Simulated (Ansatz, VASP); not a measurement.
**Be2Sb3P in VASP and in Ansatz**

File POSCAR:

```
Be2Sb3P
1.0
    3.4838672028     -1.8191968716     -0.3644366578
    3.4838672028      1.8191968716     -0.3644366578
   -1.6031314737      0.0000000000     10.0961005276
Be Sb P
2 3 1
Direct
    0.5930496881      0.5930496881      0.3685749269
    0.3643538142      0.3643538142      0.7235215666
    0.3275720708      0.3275720708      0.4745502426
    0.6301603835      0.6301603835      0.9820949110
    1.0146555272      1.0146555272      0.1863401109
    0.0702095163      0.0702095163      0.7696372420
```

Contents of INCAR.step1:

```
SYSTEM = Be2Sb3P
PREC     = Accurate       ! precision mode
ENCUT    = 520            ! plane-wave cutoff, eV
ISMEAR   = -1             ! smearing method
SIGMA    = 0.03           ! smearing width, eV
LREAL    = .FALSE.        ! projectors in reciprocal space
LASPH    = .TRUE.         ! aspherical terms in the spheres
NELM     = 80             ! most SCF steps
NBANDS   = 21             ! bands
GGA      = PE             ! functional
ALGO     = Normal         ! electronic algorithm
EDIFF    = 1E-4           ! SCF threshold, eV
LWAVE    = .TRUE.         ! write WAVECAR
LCHARG   = .FALSE.        ! write CHGCAR
```

File INCAR.step2:

```
SYSTEM = Be2Sb3P
PREC     = Accurate       ! precision mode
ENCUT    = 520            ! plane-wave cutoff, eV
EDIFF    = 1E-6           ! SCF threshold, eV
ISMEAR   = -1             ! smearing method
SIGMA    = 0.03           ! smearing width, eV
LREAL    = .FALSE.        ! projectors in reciprocal space
LASPH    = .TRUE.         ! aspherical terms in the spheres
NELM     = 80             ! most SCF steps
ALGO     = Normal         ! electronic algorithm
ISIF     = 2              ! what is computed and relaxed
LWAVE    = .FALSE.        ! write WAVECAR
LCHARG   = .TRUE.         ! write CHGCAR
METAGGA  = R2SCAN         ! meta-GGA
LMIXTAU  = .TRUE.       
LUSE_VDW = .TRUE.       
IVDW_NL  = 2            
BPARAM   = 11.95        
CPARAM   = 0.0093       
LELF     = .TRUE.         ! ELF
LVHAR    = .TRUE.       
NBANDS   = 21             ! bands
ISTART   = 1
```

The input KPOINTS:

```
regular mesh
0
G
  10 10 4
  0 0 0
```

Input for Ansatz:

```yaml
crystal:
  lattice:
    - [3.4838672028, -1.8191968716, -0.3644366578]
    - [3.4838672028, 1.8191968716, -0.3644366578]
    - [-1.6031314737, 0.0, 10.0961005276]
  atoms:
    - { symbol: Be, position: [0.5930496881, 0.5930496881, 0.3685749269] }
    - { symbol: Be, position: [0.3643538142, 0.3643538142, 0.7235215666] }
    - { symbol: Sb, position: [0.3275720708, 0.3275720708, 0.4745502426] }
    - { symbol: Sb, position: [0.6301603835, 0.6301603835, 0.982094911] }
    - { symbol: Sb, position: [1.0146555272, 1.0146555272, 0.1863401109] }
    - { symbol: P, position: [0.0702095163, 0.0702095163, 0.769637242] }
kpoints:
  mp_grid: { grid: [10, 10, 4] }
  band_path:
    path:
      - [0.0, 0.0, 0.0]
      - [-0.3222668501, 0.3222668501, 0.0]
      - [0.3222668501, 0.6777331499, 0.0]
      - [0.5, 0.5, 0.0]
      - [0.5, 0.5, -0.5]
      - [0.3094533177, 0.6905466823, -0.5]
      - [-0.3094533177, 0.3094533177, -0.5]
      - [0.0, 0.0, -0.5]
      - [0.0, 0.5, -0.5]
    npoints: 1
hamiltonian:
  xc: r2scan
  dispersion: rvv10
scf:
  occupations: { method: fermi_dirac, width: 0.03 }
  n_extra_bands: 5
output:
  forces: true
  stress: true
  eigenvalues: true
  write_density: true
  write_potential: true
  elf: true
  volumetric_format: npy
```

Alike in both runs: task single point; functional r2SCAN; dispersion rVV10; k mesh 10 × 10 × 4; occupations fermi-dirac, width 0.03 eV; no spin polarisation.

|  | VASP | Ansatz |
| --- | --- | --- |
| version | VASP 6.6.1 | Ansatz 0.2.0 |
| potentials or method | VASP PAW PBE potentials, release 64 (Be, Sb, P) | plane waves, PAW |
| plane-wave cutoff (eV) | 520 | 500 |
| valence electrons in the cell | 24 | 54 |

|  | VASP | Ansatz | Ansatz less VASP |
| --- | --- | --- | --- |
| pressure (GPa) | 0.3 | 0.0 | -0.32 |
| traceless stress, the component that is largest in VASP (GPa) | -0.14 | -0.22 | -0.084 |
| rms of the force components (eV/Å) | 0.022 | 0.023 | +0.0008 |

VASP's potentials were made for PBE, not for r2SCAN. Atom by atom the forces differ by 0.010 eV/Å (rms over components). VASP's potentials hold 24 valence electrons a cell and Ansatz's 54, so a difference there can come from the potentials and not from the codes.

Spin-orbit coupling is off throughout.
